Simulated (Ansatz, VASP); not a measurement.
## Two plane-wave programs on Na3Ga

```xyz
8
Lattice="5.4102 0.0000 0.0000 0.0000 5.4102 0.0000 0.0000 0.0000 35.2769" Properties=species:S:1:pos:R:3 pbc="T T T"
Na    5.4102    2.7051    8.8721
Na    2.7051    0.0000    8.8721
Na    2.7051    2.7051    6.7141
Na    2.7051    0.0000   12.7468
Na    0.0000    2.7051   12.7468
Na    0.0000    0.0000   10.7081
Ga    0.0000    0.0000    7.3682
Ga    2.7051    2.7051   10.9257
```

Alike in both runs: functional PBEsol; dispersion D3(BJ); k mesh 3 × 3 × 1; no spin polarisation.

Ansatz relaxed the structure, and its values are those at the end. VASP's run is a single point on that final structure, the one shown.

|  | VASP | Ansatz |
| --- | --- | --- |
| version | VASP 6.6.1 | Ansatz 0.2.0 |
| potentials or method | VASP PAW PBE potentials, release 64 (Na_pv, Ga_d), cutoff 400 eV | plane waves, PAW |
| occupations | methfessel-paxton of order 1, width 0.15 eV | cold, width 0.15 eV |
| valence electrons in the cell | 68 | 80 |

```tsv
	VASP	Ansatz	Ansatz less VASP
rms of the force components (eV/Å)	0.006	0.005	-0.0014
```

VASP's potentials were made for PBE, not for PBEsol. VASP's potentials hold 68 valence electrons a cell and Ansatz's 80, so a difference there can come from the potentials and not from the codes. Ansatz's warnings: slab cell height set.

The k mesh is coarse, so the values compare programs but aren't converged.
